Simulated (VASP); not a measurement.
# Sn (I4_1/amd) in VASP: a series of runs, part 2 of 2

VASP 6.6.1.

**3. Electric field gradients, LDA (25.44 Å³/atom)**

This run uses another cell than the first one, of 25.44 Å³/atom.

Contents of INCAR:

```
PREC = Accurate
ENCUT = 520
EDIFF = 1E-8
ISMEAR = -1
SIGMA = 0.05
LREAL = False
LASPH = True
NELM = 60
ALGO = Normal
ISIF = 2
LWAVE = False
LCHARG = False
GGA = CA
LEFG = True
NBANDS = 21
```

Contents of KPOINTS:

```
regular mesh
0
Gamma
  15 15 15
```

Contents of POSCAR:

```
Sn
1.0
   -2.8568325061      2.8568325061      1.5584548677
    2.8568325061     -2.8568325061      1.5584548677
    2.8568325061      2.8568325061     -1.5584548677
Sn
2
Direct
    0.0000000000      0.0000000000      0.0000000000
    0.7500000000      0.2500000000      0.5000000000
```

Potentials or basis: VASP PAW LDA potentials, release 64 (Sn_d).

Launch:

```console
cat potpaw_LDA.64/Sn_d/POTCAR > POTCAR
mpirun -np 1 vasp_std > vasp.out
```

OUTCAR:

```text
PREC = Accurate
   ENCUT = 520
   EDIFF = 1E-8
   ISMEAR = -1
   LREAL = False
   LASPH = True
   NELM = 60
   ISIF = 2
   GGA = CA

 ion  position               nearest neighbor table
   1  0.000  0.000  0.000-   2 2.96   2 2.96   2 2.96   2 2.96   2 3.69   2 3.69   2 3.69   2 3.69

   2  0.750  0.250  0.500-   1 2.96   1 2.96   1 2.96   1 2.96   1 3.69   1 3.69   1 3.69   1 3.69

  LATTYP: Found a body centered tetragonal cell.
 ALAT       =     5.7136650122
 C/A-ratio  =     0.5455184595

  Lattice vectors:

 A1 = (  -2.8568325061,   2.8568325061,   1.5584548677)
 A2 = (   2.8568325061,  -2.8568325061,   1.5584548677)
 A3 = (   2.8568325061,   2.8568325061,  -1.5584548677)

Analysis of symmetry for initial positions (statically):
=====================================================================
 Subroutine PRICEL returns:
 Original cell was already a primitive cell.

 Routine SETGRP: Setting up the symmetry group for a
 body centered tetragonal supercell.

 Subroutine GETGRP returns: Found 16 space group operations
 (whereof  8 operations were pure point group operations)
 out of a pool of 16 trial point group operations.

The static configuration has the point symmetry D_2d.
 The point group associated with its full space group is D_4h.

Analysis of symmetry for dynamics (positions and initial velocities):
=====================================================================
 Subroutine PRICEL returns:
 Original cell was already a primitive cell.

 Routine SETGRP: Setting up the symmetry group for a
 body centered tetragonal supercell.

 Subroutine GETGRP returns: Found 16 space group operations
 (whereof  8 operations were pure point group operations)
 out of a pool of 16 trial point group operations.

The dynamic configuration has the point symmetry D_2d.
 The point group associated with its full space group is D_4h.

 Subroutine INISYM returns: Found 16 space group operations
 (whereof  8 operations are pure point group operations),
 and found     1 'primitive' translations

----------------------------------------------------------------------------------------

                                     Primitive cell

  volume of cell :      50.8773

  direct lattice vectors                    reciprocal lattice vectors
    -2.856832506  2.856832506  1.558454868     0.000000000  0.175019011  0.320830593
     2.856832506 -2.856832506  1.558454868     0.175019011  0.000000000  0.320830593
     2.856832506  2.856832506 -1.558454868     0.175019011  0.175019011  0.000000000

  length of vectors
     4.330330878  4.330330878  4.330330878     0.365463984  0.365463984  0.247514259

  position of ions in fractional coordinates (direct lattice)
     0.000000000  0.000000000  0.000000000
     0.750000000  0.250000000  0.500000000

  ion indices of the primitive-cell ions
   primitive index   ion index
                 1           1
[... 69 lines left out ...]
   LSORBIT =      F    spin-orbit coupling
   LASPH  =      T    aspherical Exc in radial PAW
   ENCUT  =  520.0 eV  38.22 Ry    6.18 a.u.   8.05  8.05  8.05*2*pi/ulx,y,z
   NELM   =     60;   NELMIN=  2; NELMDL= -5     # of ELM steps
   EDIFF  = 0.1E-07   stopping-criterion for ELM
   LREAL  =      F    real-space projection
   EDIFFG = 0.1E-06   stopping-criterion for IOM
   NSW    =      0    number of steps for IOM
   IBRION =     -1    ionic relax: 0-MD 1-quasi-New 2-CG
   NFREE  =      0    steps in history (QN), initial steepest desc. (CG)
   ISIF   =      2    stress and relaxation
   ISYM   =      2    0-nonsym 1-usesym 2-fastsym
   POTIM  = 0.5000    time-step for ionic-motion
   TEBEG  =    0.0;   TEEND  =   0.0 temperature during run
   PSTRESS=    0.0 pullay stress
   NELECT =      28.0000    total number of electrons
   NUPDOWN=      -1.0000    fix difference up-down
   EMIN   =  10.00;   EMAX   =-10.00  energy-range for DOS
   EFERMI =   0.00;   METHOD = LEGACY
   ISMEAR =    -1;   SIGMA  =   0.05  broadening in eV -4-tet -1-fermi 0-gaus
   EFERMI_NEDOS =   21; number of points for ismear=-14 and -15
   IALGO  =     38    algorithm
   IMIX   =      4    mixing-type and parameters
     AMIX     =   0.40;   BMIX     =  1.00
     AMIX_MAG =   1.60;   BMIX_MAG =  1.00
  volume/ion in A,a.u.               =      25.44       171.67
  Fermi-wavevector in a.u.,A,eV,Ry     =   1.341589  2.535236 24.488607  1.799862
  Thomas-Fermi vector in A             =   2.469811
   LORBIT       =      0    0 simple, 1 ext, 2 COOP (PROOUT), +10 PAW based schemes
   GGA     = CA    functional components
   LHFCALC =     F    Hartree Fock is set to
   AEXX    =    0.0000 exact exchange contribution
   IVDW    =     0    specifies the selected vdW correction
   LEPSILON=     F    determine dielectric tensor
   LRPA    =     F    only Hartree local field effects (RPA)
 non-spin polarized calculation
  energy-cutoff  :      520.00
  volume of cell :       50.88
 maximum number of plane-waves:      1386
   NGX = 17   NGY = 17   NGZ = 17

 number of electron      28.0000019 magnetization

 Free energy of the ion-electron system (eV)
  ---------------------------------------------------
  ext. energy  EPLUGINS =         0.00000000
  ---------------------------------------------------
  free energy    TOTEN  =        -8.97199377 eV

  energy without entropy =       -8.96505825  energy(sigma->0) =       -8.96852601

 E-fermi :   8.5289     XC(G=0): -10.8546

 val. band max:        8.5288793732   @ k =  -0.3333   0.4667   0.0667
 cond. band min:       8.5305639533   @ k =  -0.1333  -0.2000   0.1333
 fundamental gap:      0.0016845801
 Fermi energy:         8.5289402090

 k-point     1 :       0.0000    0.0000    0.0000
  band No.  band energies     occupation
      1     -13.1348      2.00000
      2     -13.0266      2.00000
      3     -12.9843      2.00000
      4     -12.9637      2.00000
      5     -12.7777      2.00000
      6     -12.7777      2.00000
[... 565 lines left out ...]
     20      15.9306      0.00000
     21      16.8980      0.00000

 [... further k-points ...]
[... 5 lines left out ...]
  --------------------------------------------------------------------------------------
  -------------------------------------------------------------------------------------
  Total        0.7118087      0.7118087      0.3598627      0.0000000      0.0000000      0.0000000
  in kB       22.4155866     22.4155866     11.3324462      0.0000000      0.0000000      0.0000000
  external PRESSURE =      18.7212064 kB  Pullay stress =       0.0000000 kB

 VOLUME and BASIS-vectors are now :
 -----------------------------------------------------------------------------
  energy-cutoff  :      520.00
  volume of cell :       50.88
      direct lattice vectors                 reciprocal lattice vectors
    -2.856832506  2.856832506  1.558454868     0.000000000  0.175019011  0.320830593
     2.856832506 -2.856832506  1.558454868     0.175019011  0.000000000  0.320830593
     2.856832506  2.856832506 -1.558454868     0.175019011  0.175019011  0.000000000

 POSITION                                       TOTAL-FORCE (eV/Angst)
 -----------------------------------------------------------------------------------
      0.00000      0.00000      0.00000        -0.000000      0.000000     -0.000000
      0.00000      2.85683      0.77923         0.000000     -0.000000      0.000000
 -----------------------------------------------------------------------------------
    total drift:                                0.000000     -0.000000      0.000000

  FREE ENERGIE OF THE ION-ELECTRON SYSTEM (eV)
  ---------------------------------------------------
  free  energy   TOTEN  =        -8.9719937714 eV

  energy  without entropy=       -8.9650582492  energy(sigma->0) =       -8.96852601

 Electric field gradients (V/A^2)
---------------------------------------------------------------------
 ion       V_xx      V_yy      V_zz      V_xy      V_xz      V_yz
---------------------------------------------------------------------
   1     -23.839   -23.839    47.678    -0.001    -0.002    -0.002
   2     -23.839   -23.839    47.678    -0.001    -0.002    -0.002
---------------------------------------------------------------------

 Electric field gradients after diagonalization (V/A^2)
 (convention: |V_zz| > |V_xx| > |V_yy|)
----------------------------------------------------------------------
 ion       V_xx      V_yy      V_zz     asymmetry (V_yy - V_xx)/ V_zz
----------------------------------------------------------------------
   1     -23.840   -23.838    47.678       0.000
   2     -23.840   -23.838    47.678       0.000
----------------------------------------------------------------------

           NMR quadrupolar parameters

 Cq : quadrupolar parameter    Cq=e*Q*V_zz/h
 eta: asymmetry parameters     (V_yy - V_xx)/ V_zz
 Q  : nuclear electric quadrupole moment in mb (millibarn)
----------------------------------------------------------------------
 ion       Cq(MHz)       eta       Q (mb)
----------------------------------------------------------------------
   1       0.115       0.000       1.000
   2       0.115       0.000       1.000
----------------------------------------------------------------------
```

It took 4.2 min on 1 thread of Oxide Virtual Turin-like, shared host; peak memory 0.3 GiB.

What came out:

- Free energy: -8.9720 eV
- Pressure: 1.9 GPa
- Band gap on the k mesh: zero (bands 14 and 15 overlap by 4.60 eV)
- Largest electric field gradient by atom: Sn +47.7 V/Å²

Electric field gradients, principal values (V/Å²):
```csv
atom,least,middle,greatest (by size)
1 Sn,-23.838,-23.840,47.678
2 Sn,-23.838,-23.840,47.678
```

Caveat: without QUAD_EFG the Cq values of the log hold for a quadrupole moment of 1 mb, not for the nuclei; spin-orbit coupling is left out, which moves the levels of the heavy elements.

**4. Electric field gradients, LDA (25.44 Å³/atom)**

This run uses another cell than the first one, of 25.44 Å³/atom.

Contents of INCAR:

```
SYSTEM = Sn
PREC     = Accurate       ! precision mode
ENCUT    = 400            ! plane-wave cutoff, eV
EDIFF    = 1E-8           ! SCF threshold, eV
ISMEAR   = -1             ! smearing method
SIGMA    = 0.05           ! smearing width, eV
LREAL    = .False.        ! projectors in reciprocal space
LASPH    = .True.         ! aspherical terms in the spheres
NELM     = 120            ! most SCF steps
ALGO     = Normal         ! electronic algorithm
ISIF     = 2              ! what is computed and relaxed
LWAVE    = .False.        ! write WAVECAR
LCHARG   = .False.        ! write CHGCAR
GGA      = CA             ! functional
LEFG     = .True.       
NBANDS   = 21             ! bands
GGA_COMPAT= .False.
```

Contents of KPOINTS:

```
regular mesh
0
Gamma
  15 15 15
  0 0 0
```

POSCAR is that of step 3.

Potentials or basis: VASP PAW LDA potentials, release 64 (Sn_d).

Launch:

```console
cat potpaw_LDA.64/Sn_d/POTCAR > POTCAR
mpirun -np 1 vasp_std > vasp.out
```

OUTCAR:

```text
SYSTEM = Sn
   PREC = Accurate
   ENCUT = 400
   EDIFF = 1E-8
   ISMEAR = -1
   LREAL = .False.
   LASPH = .True.
   NELM = 120
   ISIF = 2
   GGA = CA

 ion  position               nearest neighbor table
   1  0.000  0.000  0.000-   2 2.96   2 2.96   2 2.96   2 2.96   2 3.69   2 3.69   2 3.69   2 3.69

   2  0.750  0.250  0.500-   1 2.96   1 2.96   1 2.96   1 2.96   1 3.69   1 3.69   1 3.69   1 3.69

  LATTYP: Found a body centered tetragonal cell.
 ALAT       =     5.7136650122
 C/A-ratio  =     0.5455184595

  Lattice vectors:

 A1 = (  -2.8568325061,   2.8568325061,   1.5584548677)
 A2 = (   2.8568325061,  -2.8568325061,   1.5584548677)
 A3 = (   2.8568325061,   2.8568325061,  -1.5584548677)

Analysis of symmetry for initial positions (statically):
=====================================================================
 Subroutine PRICEL returns:
 Original cell was already a primitive cell.

 Routine SETGRP: Setting up the symmetry group for a
[... 769 lines left out ...]
    -2.856832506  2.856832506  1.558454868     0.000000000  0.175019011  0.320830593
     2.856832506 -2.856832506  1.558454868     0.175019011  0.000000000  0.320830593
     2.856832506  2.856832506 -1.558454868     0.175019011  0.175019011  0.000000000

 POSITION                                       TOTAL-FORCE (eV/Angst)
 -----------------------------------------------------------------------------------
      0.00000      0.00000      0.00000         0.000000     -0.000000      0.000000
      0.00000      2.85683      0.77923        -0.000000      0.000000     -0.000000
 -----------------------------------------------------------------------------------
    total drift:                               -0.000000      0.000000      0.000000

  FREE ENERGIE OF THE ION-ELECTRON SYSTEM (eV)
  ---------------------------------------------------
  free  energy   TOTEN  =        -8.9719741107 eV

  energy  without entropy=       -8.9650386701  energy(sigma->0) =       -8.96850639

 Electric field gradients (V/A^2)
---------------------------------------------------------------------
 ion       V_xx      V_yy      V_zz      V_xy      V_xz      V_yz
---------------------------------------------------------------------
   1     -23.837   -23.837    47.674    -0.001    -0.002    -0.002
   2     -23.837   -23.837    47.674    -0.001    -0.002    -0.002
---------------------------------------------------------------------

 Electric field gradients after diagonalization (V/A^2)
 (convention: |V_zz| > |V_xx| > |V_yy|)
----------------------------------------------------------------------
 ion       V_xx      V_yy      V_zz     asymmetry (V_yy - V_xx)/ V_zz
----------------------------------------------------------------------
   1     -23.838   -23.836    47.674       0.000
   2     -23.838   -23.836    47.674       0.000
----------------------------------------------------------------------

           NMR quadrupolar parameters

 Cq : quadrupolar parameter    Cq=e*Q*V_zz/h
 eta: asymmetry parameters     (V_yy - V_xx)/ V_zz
 Q  : nuclear electric quadrupole moment in mb (millibarn)
----------------------------------------------------------------------
 ion       Cq(MHz)       eta       Q (mb)
----------------------------------------------------------------------
   1       0.115       0.000       1.000
   2       0.115       0.000       1.000
----------------------------------------------------------------------
```

OSZICAR:

```text
N       E                     dE             d eps       ncg     rms          rms(c)
DAV:   1     0.206906925939E+03    0.20691E+03   -0.12454E+04 12444   0.184E+03
DAV:   2     0.122747046230E+02   -0.19463E+03   -0.19056E+03 12226   0.413E+02
DAV:   3    -0.837628859873E+01   -0.20651E+02   -0.20514E+02 14078   0.128E+02
DAV:   4    -0.899577783319E+01   -0.61949E+00   -0.61921E+00 13694   0.249E+01
DAV:   5    -0.902065139829E+01   -0.24874E-01   -0.24873E-01 17160   0.456E+00    0.275E+00
DAV:   6    -0.898639239809E+01    0.34259E-01   -0.34861E-02 16465   0.270E+00    0.150E+00
DAV:   7    -0.897255459059E+01    0.13838E-01   -0.19562E-02 16515   0.196E+00    0.160E-01
DAV:   8    -0.897196922689E+01    0.58536E-03   -0.21739E-03 15496   0.653E-01    0.307E-02
DAV:   9    -0.897197384020E+01   -0.46133E-05   -0.56449E-05 16206   0.672E-02    0.106E-02
DAV:  10    -0.897197411822E+01   -0.27802E-06   -0.39790E-06 16246   0.217E-02    0.181E-03
DAV:  11    -0.897197411154E+01    0.66748E-08   -0.30476E-07 14132   0.647E-03    0.922E-04
DAV:  12    -0.897197411073E+01    0.81172E-09   -0.18543E-08 10833   0.158E-03
   1 F= -.89719741E+01 E0= -.89685064E+01  d E =-.693544E-02
```

stdout:

```text
POSCAR found type information on POSCAR Sn
 POSCAR found :  1 types and       2 ions
 scaLAPACK will be used
 LDA part: xc-table for (Slater(with rela. corr.)+CA(PZ))
 , standard interpolation
 POSCAR, INCAR and KPOINTS ok, starting setup
 FFT: planning ... GRIDC
 FFT: planning ... GRID_SOFT
 FFT: planning ... GRID
 WAVECAR not read
 entering main loop
ion   1

ion   2
```

It took 4.1 min on 1 thread of Oxide Virtual Turin-like, shared host; peak memory 0.23 GiB.

Results:

| Item | Value |
| --- | --- |
| Free energy | -8.9720 eV |
| Pressure | 1.9 GPa |
| Band gap on the k mesh | zero (bands 14 and 15 overlap by 4.60 eV) |
| Largest electric field gradient by atom | Sn +47.7 V/Å² |

Stress tensor (GPa, compression positive):
```
2.22 0.00 0.00
0.00 2.22 0.00
0.00 0.00 1.11
```

Levels at points of the mesh, in eV from the Fermi level:
```tsv
k point	band 10	band 11	band 12	band 13	band 14	band 15	band 16	band 17	band 18	band 19
(0.00, 0.00, 0.00)	-21.06	-11.65	-3.52	-2.15	-2.15	2.98	6.50	6.50	7.19	7.28
```

Electric field gradients, principal values (V/Å²):
```csv
atom,least,middle,greatest (by size)
1 Sn,-23.836,-23.838,47.674
2 Sn,-23.836,-23.838,47.674
```

Caveat: without QUAD_EFG the Cq values of the log hold for a quadrupole moment of 1 mb, not for the nuclei; spin-orbit coupling is left out, which moves the levels of the heavy elements.

**5. The runs side by side**

| cell | cutoff (eV) | gap on the mesh (eV) | pressure (GPa) |
| --- | --- | --- | --- |
| a = 4.420 Å, angles 97.4, 97.4, 137.8°, 2 atoms | 520 | none | -1.8 |
| a = 4.330 Å, angles 97.4, 97.4, 137.8°, 2 atoms | 520 | none | 1.9 |
| a = 4.330 Å, angles 97.4, 97.4, 137.8°, 2 atoms | 400 | none | 1.9 |

Alike in all rows: task electric field gradients; level LDA; potentials or basis VASP PAW LDA potentials, release 64 (Sn_d); no spin polarisation; k mesh 15 × 15 × 15; smearing fermi-dirac 0.05 eV.

Caveats: spin-orbit coupling is left out, which moves the levels of the heavy elements.

Total energies depend on the potentials used, so only differences within one code and one set of settings carry meaning.
